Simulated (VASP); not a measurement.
Set up this calculation in VASP 6.6.1, as the native input.

* Task: single point
* Functional: LDA
* Potentials or basis: VASP PAW LDA potentials, release 64 (Al, Mg)
* Cutoff: 520 eV
* k mesh: 2 × 3 × 1
* Occupations: fermi-dirac, width 0.15 eV
* Spin: no spin polarisation
* Dipole correction: no
* Further INCAR settings: LREAL = Auto; ALGO = Normal; EDIFF = 1e-06; NBANDS = 43

The structure of MgAl18 lies in POSCAR:

```
MgAl18
1.0
   12.1500000000      0.0000000000      0.0000000000
    0.0000000000      5.7275650000      0.0000000000
    0.0000000000      0.0000000000     13.8637820000
Al Mg
18 1
Direct
    0.0000000000      0.0000000000      0.0721303898
    0.3333333333      0.0000000000      0.0721303898
    0.6666666667      0.0000000000      0.0721303898
    0.0000000000      0.5000000873      0.0721303898
    0.3333333333      0.5000000873      0.0721303898
    0.6666666667      0.5000000873      0.0721303898
    0.1666667490      0.2562778423      0.1549859194
    0.5001006584      0.2483952605      0.1687829483
    0.8332327572      0.2483950859      0.1687828040
    0.1666665844      0.7607510347      0.1732283442
    0.5026981893      0.7390198103      0.1673245439
    0.8306353086      0.7390194611      0.1673241111
   -0.0188697119     -0.0255372047      0.2703279668
    0.3522025514     -0.0255363318      0.2703278225
    0.6666669136     -0.0027702872      0.2700991692
    0.0044882305      0.4848229571      0.2722232649
    0.3288449383      0.4848236554      0.2722232649
    0.6666668313      0.4955584092      0.2710409757
    0.1666665021      0.1266002219      0.3556780538
```

One way to write it, as run:

INCAR

```
SYSTEM = MgAl18
ALGO = Normal
EDIFF = 1E-6
ENCUT = 520
GGA = CA
ISIF = 2
ISMEAR = -1
LASPH = .TRUE.
LCHARG = .TRUE.
LELF = .TRUE.
LREAL = Auto
LVHAR = .TRUE.
LWAVE = .FALSE.
NBANDS = 43
NELM = 60
PREC = Accurate
SIGMA = 0.15
```

KPOINTS

```
k-points
0
G
  2 3 1
  0 0 0
```

Potentials or basis: VASP PAW LDA potentials, release 64 (Al, Mg).

Launch:

```sh
$ cat potpaw_LDA.64/Al/POTCAR potpaw_LDA.64/Mg/POTCAR > POTCAR
$ mpirun -np 1 vasp_std > vasp.out
```

Results of the run:

```
Largest force          : 0.288 eV/Å
Band gap on the k mesh : zero (bands 28 and 29 overlap by 0.73 eV)
```

Caveat: the k points lie up to 0.37 Å⁻¹ apart, too coarse for converged energies and pressures of a metal.

Wall time 4.5 min on 1 thread of Intel(R) Xeon(R) Platinum 8488C (Sapphire Rapids) (shared host), peak memory 0.68 GiB.
